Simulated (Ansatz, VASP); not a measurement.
AlN in VASP and in Ansatz

Contents of INCAR:

```
SYSTEM = AlN
PREC     = Accurate       ! precision mode
ENCUT    = 520            ! plane-wave cutoff, eV
EDIFF    = 1E-6           ! SCF threshold, eV
ISMEAR   = 0              ! smearing method
SIGMA    = 0.05           ! smearing width, eV
LREAL    = .FALSE.        ! projectors in reciprocal space
LASPH    = .TRUE.         ! aspherical terms in the spheres
NELM     = 80             ! most SCF steps
ALGO     = Normal         ! electronic algorithm
ISIF     = 2              ! what is computed and relaxed
LWAVE    = .FALSE.        ! write WAVECAR
LCHARG   = .FALSE.        ! write CHGCAR
GGA      = CA             ! functional
NBANDS   = 16             ! bands
```

Contents of KPOINTS:

```
Automatic mesh
0
G
  9 9 6
  0 0 0
```

Contents of POSCAR:

```
AlN
1.0
    3.0887424016      0.0000000000      0.0000000000
   -1.5443712008      2.6749293856      0.0000000000
    0.0000000000      0.0000000000      4.9437688231
Al N
2 2
Direct
    0.3213346476      0.6538065141      0.0015212672
    0.6786653524      0.3461934859      0.5015212672
    0.3440401475      0.6781421955      0.3834787328
    0.6559598525      0.3218578045      0.8834787328
```

Input for Ansatz:

```yaml
crystal:
  lattice:
    - [3.0887424016, 0.0, 0.0]
    - [-1.5443712008, 2.6749293856, 0.0]
    - [0.0, 0.0, 4.9437688231]
  atoms:
    - { symbol: Al, position: [0.3213346476, 0.6538065141, 0.0015212672] }
    - { symbol: Al, position: [0.6786653524, 0.3461934859, 0.5015212672] }
    - { symbol: "N", position: [0.3440401475, 0.6781421955, 0.3834787328] }
    - { symbol: "N", position: [0.6559598525, 0.3218578045, 0.8834787328] }
basis:
  ecutwfc: 520.0
kpoints:
  mp_grid: { grid: [9, 9, 6] }
hamiltonian:
  xc: lda
scf:
  occupations: { method: gaussian, width: 0.05 }
output:
  forces: true
  stress: true
  eigenvalues: true
```

Change from the starting cell: mode 4 frozen in at -0.017 Å and mode 5 at -0.034 Å (largest displacements).

Alike in both runs: task single point; functional LDA; k mesh 9 × 9 × 6; occupations gaussian, width 0.05 eV; no spin polarisation.

```csv
,VASP,Ansatz
version,VASP 6.6.1,Ansatz 0.2.0
potentials or method,"VASP PAW LDA potentials, release 64 (Al, N), cutoff 520 eV","scalar-relativistic, plane waves, PAW"
valence electrons in the cell,16,16
```

|  | VASP | Ansatz | Ansatz less VASP |
| --- | --- | --- | --- |
| gap on the k mesh at the Fermi level (eV) | 4.40 | 4.40 | -0.005 |
| least direct gap on the mesh (eV) | 4.40 | 4.40 | -0.005 |
| pressure (GPa) | 0.5 | 0.0 | -0.59 |
| traceless stress, the component that is largest in VASP (GPa) | -0.11 | -0.12 | -0.003 |
| rms of the force components (eV/Å) | 0.098 | 0.098 | +0.0001 |

LDA's correlation is that of Perdew and Zunger in VASP and of Perdew and Wang (1992) in Ansatz. Atom by atom the forces differ by 0.001 eV/Å (rms over components).
